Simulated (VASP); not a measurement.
# VH2 (Fm-3m) in VASP: notebook

VH2 is run at these levels: LDA; tasks: single point, relaxation of the atoms.

All numbers are computed with VASP 6.6.1; they aren't measurements. Logs are shortened: lines on timing, memory, paths and dates and some standing lists are left out, and cuts for length are marked.

**1. The cell of the first run**

It takes space group Fm-3m (No. 225, cubic). The conventional cell has a = 3.792 Å, b = 3.792 Å, c = 3.792 Å, α = 90.00°, β = 90.00°, γ = 90.00°. Within 2.2 Å of V (site symmetry m-3m) lie 8 H at 1.64 Å. H (site symmetry -43m) has 4 V at 1.64 Å and 6 H at 1.90 Å within 2.2 Å.

**2. Single point, LDA, collinear spin, ferromagnetic start (4.54 Å³/atom)**

File INCAR:

```
SYSTEM = VH2
ALGO = Normal
EDIFF = 1E-6
ENCUT = 520
ISIF = 2
ISMEAR = -1
ISPIN = 2
LASPH = .TRUE.
LCHARG = .FALSE.
LMAXMIX = 4
LORBIT = 11
LREAL = .FALSE.
LWAVE = .FALSE.
MAGMOM = 1.5 0 0
NBANDS = 18
NELM = 150
PREC = Accurate
SIGMA = 0.05
```

File KPOINTS:

```
k-points
0
G
  15 15 15
  0 0 0
```

File POSCAR:

```
VH2
1.0
    0.0000000000      1.8961189957      1.8961189957
    1.8961189957      0.0000000000      1.8961189957
    1.8961189957      1.8961189957      0.0000000000
V H
1 2
Direct
    0.0000000000      0.0000000000      0.0000000000
    0.2500000000      0.2500000000      0.2500000000
    0.7500000000      0.7500000000      0.7500000000
```

Potentials or basis: VASP PAW LDA potentials, release 64 (V_sv, H).

Started as:

```
cat potpaw_LDA.64/V_sv/POTCAR potpaw_LDA.64/H/POTCAR > POTCAR
mpirun -np 1 vasp_std > vasp.out
```

OUTCAR:

```text
SYSTEM = VH2
   EDIFF = 1E-6
   ENCUT = 520
   ISIF = 2
   ISMEAR = -1
   ISPIN = 2
   LASPH = .TRUE.
   LORBIT = 11
   LREAL = .FALSE.
   NELM = 150
   PREC = Accurate

 ion  position               nearest neighbor table
   1  0.000  0.000  0.000-   3 1.64   3 1.64   3 1.64   2 1.64   2 1.64   2 1.64   3 1.64   2 1.64

   2  0.250  0.250  0.250-   1 1.64   1 1.64   1 1.64   1 1.64
   3  0.750  0.750  0.750-   1 1.64   1 1.64   1 1.64   1 1.64

  LATTYP: Found a face centered cubic cell.
 ALAT       =     3.7922379914

  Lattice vectors:

 A1 = (   0.0000000000,   1.8961189957,   1.8961189957)
 A2 = (   1.8961189957,   0.0000000000,   1.8961189957)
 A3 = (   1.8961189957,   1.8961189957,   0.0000000000)

Analysis of symmetry for initial positions (statically):
=====================================================================
 Subroutine PRICEL returns:
 Original cell was already a primitive cell.

 Routine SETGRP: Setting up the symmetry group for a
 face centered cubic supercell.

 Subroutine GETGRP returns: Found 48 space group operations
 (whereof 48 operations were pure point group operations)
 out of a pool of 48 trial point group operations.

The static configuration has the point symmetry O_h .

Analysis of symmetry for dynamics (positions and initial velocities):
=====================================================================
 Subroutine PRICEL returns:
 Original cell was already a primitive cell.

 Routine SETGRP: Setting up the symmetry group for a
 face centered cubic supercell.

 Subroutine GETGRP returns: Found 48 space group operations
 (whereof 48 operations were pure point group operations)
 out of a pool of 48 trial point group operations.

The dynamic configuration has the point symmetry O_h .

Analysis of structural, dynamic, and magnetic symmetry:
=====================================================================
 Subroutine PRICEL returns:
 Original cell was already a primitive cell.

 Routine SETGRP: Setting up the symmetry group for a
 face centered cubic supercell.

 Subroutine GETGRP returns: Found 48 space group operations
 (whereof 48 operations were pure point group operations)
 out of a pool of 48 trial point group operations.

The overall configuration has the point symmetry O_h .

 Subroutine INISYM returns: Found 48 space group operations
 (whereof 48 operations are pure point group operations),
 and found     1 'primitive' translations

----------------------------------------------------------------------------------------

                                     Primitive cell

  volume of cell :      13.6341

  direct lattice vectors                    reciprocal lattice vectors
     0.000000000  1.896118996  1.896118996    -0.263696530  0.263696530  0.263696530
     1.896118996  0.000000000  1.896118996     0.263696530 -0.263696530  0.263696530
     1.896118996  1.896118996  0.000000000     0.263696530  0.263696530 -0.263696530

  length of vectors
     2.681517200  2.681517200  2.681517200     0.456735788  0.456735788  0.456735788

  position of ions in fractional coordinates (direct lattice)
     0.000000000  0.000000000  0.000000000
     0.250000000  0.250000000  0.250000000
     0.750000000  0.750000000  0.750000000

  ion indices of the primitive-cell ions
   primitive index   ion index
                 1           1
                 2           2
                 3           3

----------------------------------------------------------------------------------------

 KPOINTS: k-points

Automatic generation of k-mesh.
 Grid dimensions read from file:
 generate k-points for:   15   15   15

 Generating k-lattice:

  Cartesian coordinates                     Fractional coordinates (reciprocal lattice)
    -0.017579769  0.017579769  0.017579769     0.066666667  0.000000000  0.000000000
     0.017579769 -0.017579769  0.017579769     0.000000000  0.066666667  0.000000000
     0.017579769  0.017579769 -0.017579769     0.000000000  0.000000000  0.066666667

  Length of vectors
     0.030449053  0.030449053  0.030449053

  Shift w.r.t. Gamma in fractional coordinates (k-lattice)
     0.000000000  0.000000000  0.000000000

 Subroutine IBZKPT returns following result:
 ===========================================

 Found    120 irreducible k-points:

 Following reciprocal coordinates:
            Coordinates               Weight
  0.000000  0.000000  0.000000      1.000000
  0.066667  0.000000  0.000000      8.000000
  0.133333  0.000000  0.000000      8.000000
  0.200000  0.000000  0.000000      8.000000
  0.266667  0.000000  0.000000      8.000000
  0.333333  0.000000  0.000000      8.000000
[... 16 lines left out ...]
  0.133333  0.133333  0.000000      6.000000
  0.200000  0.133333  0.000000     24.000000
 [... further k-points ...]
   k-points           NKPTS =    120   k-points in BZ     NKDIM =    120   number of bands    NBANDS=     18
   number of dos      NEDOS =    301   number of ions     NIONS =      3
   total plane-waves  NPLWV =   8000
   dimension x,y,z NGX =    20 NGY =   20 NGZ =   20
   dimension x,y,z NGXF=    40 NGYF=   40 NGZF=   40
   ions per type =               1   2
   NGX,Y,Z   is equivalent  to a cutoff of  12.40, 12.40, 12.40 a.u.
   NGXF,Y,Z  is equivalent  to a cutoff of  24.80, 24.80, 24.80 a.u.
 SYSTEM =  VH2
   PREC   = accura    normal or accurate (medium, high low for compatibility)
   ISTART =      0    job   : 0-new  1-cont  2-samecut
   ICHARG =      2    charge: 1-file 2-atom 10-const
   ISPIN  =      2    spin polarized calculation?
   LNONCOLLINEAR =      F non collinear calculations
   LSORBIT =      F    spin-orbit coupling
   LASPH  =      T    aspherical Exc in radial PAW
   ENCUT  =  520.0 eV  38.22 Ry    6.18 a.u.   4.99  4.99  4.99*2*pi/ulx,y,z
   NELM   =    150;   NELMIN=  2; NELMDL= -5     # of ELM steps
   EDIFF  = 0.1E-05   stopping-criterion for ELM
   LREAL  =      F    real-space projection
[... 7 lines left out ...]
   TEBEG  =    0.0;   TEEND  =   0.0 temperature during run
   PSTRESS=    0.0 pullay stress
   NELECT =      15.0000    total number of electrons
   NUPDOWN=      -1.0000    fix difference up-down
   EMIN   =  10.00;   EMAX   =-10.00  energy-range for DOS
   EFERMI =   0.00;   METHOD = LEGACY
   ISMEAR =    -1;   SIGMA  =   0.05  broadening in eV -4-tet -1-fermi 0-gaus
   EFERMI_NEDOS =   21; number of points for ismear=-14 and -15
   IALGO  =     38    algorithm
   IMIX   =      4    mixing-type and parameters
     AMIX     =   0.40;   BMIX     =  1.00
     AMIX_MAG =   1.60;   BMIX_MAG =  1.00
  volume/ion in A,a.u.               =       4.54        30.67
  Fermi-wavevector in a.u.,A,eV,Ry     =   1.690037  3.193708 38.861322  2.856227
  Thomas-Fermi vector in A             =   2.772056
   LORBIT       =     11    0 simple, 1 ext, 2 COOP (PROOUT), +10 PAW based schemes
   GGA     = CA    functional components
   LHFCALC =     F    Hartree Fock is set to
   AEXX    =    0.0000 exact exchange contribution
   IVDW    =     0    specifies the selected vdW correction
   LEPSILON=     F    determine dielectric tensor
   LRPA    =     F    only Hartree local field effects (RPA)
 spin polarized calculation
  energy-cutoff  :      520.00
  volume of cell :       13.63
 maximum number of plane-waves:       378
   NGX =  9   NGY =  9   NGZ =  9

 number of electron      15.0000005 magnetization      -0.0000896

 number of electron      15.0000005 magnetization       0.0000564

 Free energy of the ion-electron system (eV)
  ---------------------------------------------------
  ext. energy  EPLUGINS =         0.00000000
  ---------------------------------------------------
  free energy    TOTEN  =       -16.98515908 eV

  energy without entropy =      -16.97742885  energy(sigma->0) =      -16.98129396

 E-fermi :  12.2921     XC(G=0): -14.3222

 val. band max:       12.2906311116   @ k =  -0.4000   0.2667   0.0667
 cond. band min:      12.2995039053   @ k =   0.2667   0.2000   0.0667
 fundamental gap:      0.0088727937
 Fermi energy:        12.2920816730

 spin component 1

 k-point     1 :       0.0000    0.0000    0.0000
  band No.  band energies     occupation
      1     -51.3476      1.00000
      2     -25.1136      1.00000
      3     -25.1136      1.00000
      4     -25.1136      1.00000
      5      -0.9972      1.00000
      6      10.8176      1.00000
[... 10 lines left out ...]
     17      37.5533      0.00000
     18      37.5533      0.00000
[... 463 lines left out ...]
 k-point    24 :       0.2000    0.1333    0.0000
  band No.  band energies     occupation
      1     -51.2666      1.00000
      2     -25.4567      1.00000
      3     -25.2067      1.00000
      4     -25.2000      1.00000
      5       0.4264      1.00000
      6       7.5151      1.00000
[... 10 lines left out ...]
     17      38.5643      0.00000
     18      39.2009      0.00000

 [... further k-points ...]

 spin component 2

 k-point     1 :       0.0000    0.0000    0.0000
  band No.  band energies     occupation
      1     -51.3475      1.00000
      2     -25.1135      1.00000
      3     -25.1135      1.00000
      4     -25.1135      1.00000
      5      -0.9972      1.00000
      6      10.8176      1.00000
[... 10 lines left out ...]
     17      37.5532      0.00000
     18      37.5532      0.00000
[... 463 lines left out ...]
 k-point    24 :       0.2000    0.1333    0.0000
  band No.  band energies     occupation
      1     -51.2665      1.00000
      2     -25.4567      1.00000
      3     -25.2067      1.00000
      4     -25.2000      1.00000
      5       0.4264      1.00000
      6       7.5151      1.00000
[... 10 lines left out ...]
     17      38.5642      0.00000
     18      39.2009      0.00000

 [... further k-points ...]

------------------------ aborting loop because EDIFF is reached ----------------------------------------

  FORCE on cell =-STRESS in cart. coord.  units (eV):
  Direction    XX          YY          ZZ          XY          YZ          ZX
  --------------------------------------------------------------------------------------
  -------------------------------------------------------------------------------------
  Total        7.4855478      7.4855478      7.4855478      0.0000000     -0.0000000      0.0000000
  in kB      879.6449393    879.6449393    879.6449393      0.0000000     -0.0000000      0.0000000
  external PRESSURE =     879.6449393 kB  Pullay stress =       0.0000000 kB

 VOLUME and BASIS-vectors are now :
 -----------------------------------------------------------------------------
  energy-cutoff  :      520.00
  volume of cell :       13.63
      direct lattice vectors                 reciprocal lattice vectors
     0.000000000  1.896118996  1.896118996    -0.263696530  0.263696530  0.263696530
     1.896118996  0.000000000  1.896118996     0.263696530 -0.263696530  0.263696530
     1.896118996  1.896118996  0.000000000     0.263696530  0.263696530 -0.263696530

 POSITION                                       TOTAL-FORCE (eV/Angst)
 -----------------------------------------------------------------------------------
      0.00000      0.00000      0.00000         0.000000     -0.000000      0.000000
      0.94806      0.94806      0.94806         0.000000      0.000000      0.000000
      2.84418      2.84418      2.84418        -0.000000     -0.000000     -0.000000
 -----------------------------------------------------------------------------------
    total drift:                                0.000000      0.000000      0.000000

  FREE ENERGIE OF THE ION-ELECTRON SYSTEM (eV)
  ---------------------------------------------------
  free  energy   TOTEN  =       -16.9851590760 eV

  energy  without entropy=      -16.9774288538  energy(sigma->0) =      -16.98129396

 total charge

# of ion       s       p       d       tot
------------------------------------------
    1        2.314   6.407   3.648  12.369
    2        0.659   0.053   0.000   0.712
    3        0.659   0.053   0.000   0.712
--------------------------------------------------
tot          3.633   6.513   3.648  13.794

 magnetization (x)

# of ion       s       p       d       tot
------------------------------------------
    1        0.000   0.000  -0.000  -0.000
    2        0.000   0.000   0.000   0.000
    3        0.000   0.000   0.000   0.000
--------------------------------------------------
tot          0.000   0.000  -0.000  -0.000
```

It took 88 s on 1 thread of Intel Xeon 8259CL, shared host; peak memory 0.16 GiB.

What came out:

| Quantity | Value |
| --- | --- |
| Free energy | -16.9852 eV |
| Pressure | 88.0 GPa |
| Net moment | 0.00 μB per cell |
| Valence electrons inside the program's atomic spheres | V 12.37; H 0.71 |

Levels at points of the mesh, in eV from the Fermi level:
Spin up:
```csv
k point,band 5,band 6,band 7,band 8,band 9,band 10,band 11,band 12
"(0.00, 0.00, 0.00)",-13.29,-1.47,-1.47,-1.47,1.20,1.20,1.77,19.40
```
Spin down:
```csv
k point,band 6,band 7,band 8,band 9,band 10,band 11
"(0.00, 0.00, 0.00)",-1.47,-1.47,-1.47,1.20,1.20,1.77
```

Caveat: the cell stands under pressure.

**3. Single point, LDA, collinear spin, ferromagnetic start**

This run uses another cell than the first one, of 6.49 Å³/atom.

File INCAR:

```
PREC     = Accurate       # precision mode
ENCUT    = 520            # plane-wave cutoff, eV
EDIFF    = 1E-6           # SCF threshold, eV
ISMEAR   = -1             # smearing method
SIGMA    = 0.05           # smearing width, eV
LREAL    = F              # projectors in reciprocal space
LASPH    = T              # aspherical terms in the spheres
NELM     = 150            # most SCF steps
ALGO     = Normal         # electronic algorithm
ISIF     = 2              # what is computed and relaxed
LWAVE    = F              # write WAVECAR
LCHARG   = F              # write CHGCAR
ISPIN    = 2              # spin polarisation
MAGMOM   = 1.5 0 0        # initial moments
LORBIT   = 11             # projections on sites
LMAXMIX  = 4              # l up to which the mixer works
NBANDS   = 18             # bands
```

File KPOINTS:

```
Automatic mesh
0
Gamma
  15 15 15
```

File POSCAR:

```
VH2
1.0
    0.0000000000      2.1355000000      2.1355000000
    2.1355000000      0.0000000000      2.1355000000
    2.1355000000      2.1355000000      0.0000000000
V H
1 2
Direct
    0.0000000000      0.0000000000      0.0000000000
    0.2500000000      0.2500000000      0.2500000000
    0.7500000000      0.7500000000      0.7500000000
```

Potentials or basis: VASP PAW LDA potentials, release 64 (V_sv, H).

Started as:

```
cat potpaw_LDA.64/V_sv/POTCAR potpaw_LDA.64/H/POTCAR > POTCAR
mpirun -np 1 vasp_std > vasp.out
```

It took 96 s on 1 thread of Intel Xeon 8259CL, shared host; peak memory 0.18 GiB.

The run converged. Its results:

```yaml
Free_energy: -17.7963 eV
Pressure: -15.9 GPa
Net_moment: 0.00 μB per cell
Valence_electrons_inside_the_program's_atomic_spheres: V 11.61; H 0.58
```

Levels at points of the mesh, in eV from the Fermi level:
Spin up:
```
           k point  band 5  band 6  band 7  band 8  band 9  band 10  band 11  band 12
(0.00, 0.00, 0.00)  -11.18   -0.95   -0.95   -0.95    0.73     0.73     1.37    15.94
```
Spin down:
```tsv
k point	band 6	band 7	band 8	band 9	band 10	band 11
(0.00, 0.00, 0.00)	-0.95	-0.95	-0.95	0.73	0.73	1.37
```

Caveat: the cell stands under tension.

**4. Single point, LDA, collinear spin, ferromagnetic start**

This run uses another cell than the first one, of 6.49 Å³/atom.

File INCAR:

```
SYSTEM = VH2
PREC = Accurate
ENCUT = 520
EDIFF = 1E-6
ISMEAR = -1
SIGMA = 0.05
LREAL = .FALSE.
LASPH = .TRUE.
NELM = 150
ALGO = Normal
ISIF = 2
LWAVE = .FALSE.
LCHARG = .FALSE.
ISPIN = 2
MAGMOM = 1.5 0 0
LORBIT = 11
LMAXMIX = 4
GGA = CA
NBANDS = 18
```

File KPOINTS:

```
Automatic mesh
0
G
  15 15 15
  0 0 0
```

POSCAR is that of step 3.

Started as:

```
cat potpaw_LDA.64/V_sv/POTCAR potpaw_LDA.64/H/POTCAR > POTCAR
mpirun -np 1 vasp_std > vasp.out
```

Wall time 96 s (1 thread of Intel Xeon 8259CL, shared host); peak memory 0.18 GiB.

It converged, with:

```
Free energy                                           : -17.7963 eV
Pressure                                              : -15.9 GPa
Net moment                                            : 0.00 μB per cell
Valence electrons inside the program's atomic spheres : V 11.61; H 0.58
```

Levels at points of the mesh, in eV from the Fermi level:
Spin up:
```
           k point  band 4  band 5  band 6  band 7  band 8  band 9  band 10  band 11  band 12  band 13
(0.00, 0.00, 0.00)  -37.89  -11.18   -0.95   -0.95   -0.95    0.73     0.73     1.37    15.94    17.11
```
Spin down:
```
           k point  band 5  band 6  band 7  band 8  band 9  band 10  band 11  band 12
(0.00, 0.00, 0.00)  -11.18   -0.95   -0.95   -0.95    0.73     0.73     1.37    15.94
```

Caveat: the cell stands under tension.

**5. Relaxation of the atoms, LDA, collinear spin, ferromagnetic start**

This run uses another cell than the first one, of 3.25 Å³/atom.

File INCAR:

```
PREC = Accurate
ENCUT = 520
EDIFF = 1E-6
ISMEAR = -1
SIGMA = 0.05
LREAL = False
LASPH = True
NELM = 150
ALGO = Normal
ISIF = 2
LWAVE = False
LCHARG = False
ISPIN = 2
MAGMOM = 1.5 0 0
LORBIT = 11
LMAXMIX = 4
IBRION = 2
NSW = 50
EDIFFG = -0.01
```

File KPOINTS:

```
Automatic mesh
0
Gamma
  15 15 15
```

File POSCAR:

```
VH2
1.0
    0.0000000000      1.6949474732      1.6949474732
    1.6949474732      0.0000000000      1.6949474732
    1.6949474732      1.6949474732      0.0000000000
V H
1 2
Direct
    0.0000000000      0.0000000000      0.0000000000
    0.2500000000      0.2500000000      0.2500000000
    0.7500000000      0.7500000000      0.7500000000
```

Started as:

```
cat potpaw_LDA.64/V_sv/POTCAR potpaw_LDA.64/H/POTCAR > POTCAR
mpirun -np 1 vasp_std > vasp.out
```

Run time: 48 s. Hardware: 1 thread of Intel Xeon 8259CL, shared host; peak memory 0.14 GiB.

It converged, with:

```
Free energy             : -11.9533 eV
Pressure after relaxing : 391.7 GPa
Net moment              : 0.00 μB per cell
```

Final structure:
```cif
data_structure
_symmetry_space_group_name_H-M 'P 1'
_symmetry_Int_Tables_number 1
_cell_length_a 2.3970
_cell_length_b 2.3970
_cell_length_c 2.3970
_cell_angle_alpha 60.000
_cell_angle_beta 60.000
_cell_angle_gamma 60.000
_cell_volume 9.74
loop_
_atom_site_label
_atom_site_type_symbol
_atom_site_fract_x
_atom_site_fract_y
_atom_site_fract_z
_atom_site_occupancy
V1 V 0.00000 0.00000 0.00000 1
H1 H 0.25000 0.25000 0.25000 1
H2 H 0.75000 0.75000 0.75000 1
```

Levels at points of the mesh, in eV from the Fermi level:
Spin up:
```
           k point  band 4  band 5  band 6  band 7  band 8  band 9  band 10  band 11  band 12
(0.00, 0.00, 0.00)  -36.67  -14.50   -2.20   -2.20   -2.20    1.85     1.85     1.98    23.10
```
Spin down:
| k point | band 6 | band 7 | band 8 | band 9 | band 10 | band 11 |
| --- | --- | --- | --- | --- | --- | --- |
| (0.00, 0.00, 0.00) | -2.20 | -2.20 | -2.20 | 1.85 | 1.85 | 1.98 |

Caveat: the relaxation stopped at its first step, so nothing moved.

**6. The runs side by side**

| task | cell | gap on the mesh (eV) | pressure (GPa) | moment (μB) |
| --- | --- | --- | --- | --- |
| single point | a = 2.682 Å, angles 60.0°, 3 atoms | none | 88.0 | 0.00 |
| single point | a = 3.020 Å, angles 60.0°, 3 atoms | none | -15.9 | 0.00 |
| relaxation of the atoms | atoms relaxed from a = 2.397 Å, angles 60.0°, 3 atoms | none | 391.7 | 0.00 |

Alike in all rows: level LDA; potentials or basis VASP PAW LDA potentials, release 64 (V_sv, H); spin collinear, ferromagnetic start; k mesh 15 × 15 × 15; cutoff (eV) 520; smearing fermi-dirac 0.05 eV.

Caveats: the cell stands under pressure (at least some runs); the cell stands under tension (at least some runs); the relaxation stopped at its first step, so nothing moved (at least some runs).

Total energies depend on the potentials used, so only differences within one code and one set of settings carry meaning.
